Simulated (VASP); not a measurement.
Input of a VASP 6.6.1 run:

File POSCAR:

```
Ag
1.0
    0.0000000000      2.0431000000      2.0941775000
    2.0431000000      0.0000000000      2.0941775000
    2.0431000000      2.0431000000      0.0000000000
Ag
1
Direct
    0.0000000000      0.0000000000      0.0000000000
```

The input INCAR.step1:

```
PREC = Accurate
ENCUT = 520
ISMEAR = 0
SIGMA = 0.15
LREAL = False
LASPH = True
NELM = 80
NBANDS = 12
GGA = PE
ALGO = Normal
EDIFF = 1E-4
LWAVE = True
LCHARG = False
```

The input INCAR.step2:

```
PREC = Accurate
ENCUT = 520
EDIFF = 1E-7
ISMEAR = 0
SIGMA = 0.15
LREAL = False
LASPH = True
NELM = 80
ALGO = Normal
ISIF = 2
LWAVE = False
LCHARG = False
METAGGA = R2SCAN
LMIXTAU = True
NBANDS = 12
ISTART = 1
```

KPOINTS

```
regular mesh
0
Gamma
  20 20 20
```

Potentials or basis: VASP PAW PBE potentials, release 64 (Ag).

The run is started by

```bash
$ cat potpaw_PBE.64/Ag/POTCAR > POTCAR
$ cp INCAR.step1 INCAR
$ mpirun -np 1 vasp_std > vasp.out
$ cp INCAR.step2 INCAR
$ mpirun -np 1 vasp_std > vasp.out
```

(1) What does it give for the pressure?

(2) Predict the band gap on the k mesh.

Results:

(1) -1.0 GPa.

(2) zero (an odd number of electrons rules out a gap without spin polarisation).

Caveat: the cell differs from its parent crystal (strain +0.0250 x Voigt [0, 0, 1, 0, 0, 0]); the PAW data sets were made with another functional, which shifts forces and pressure a little.
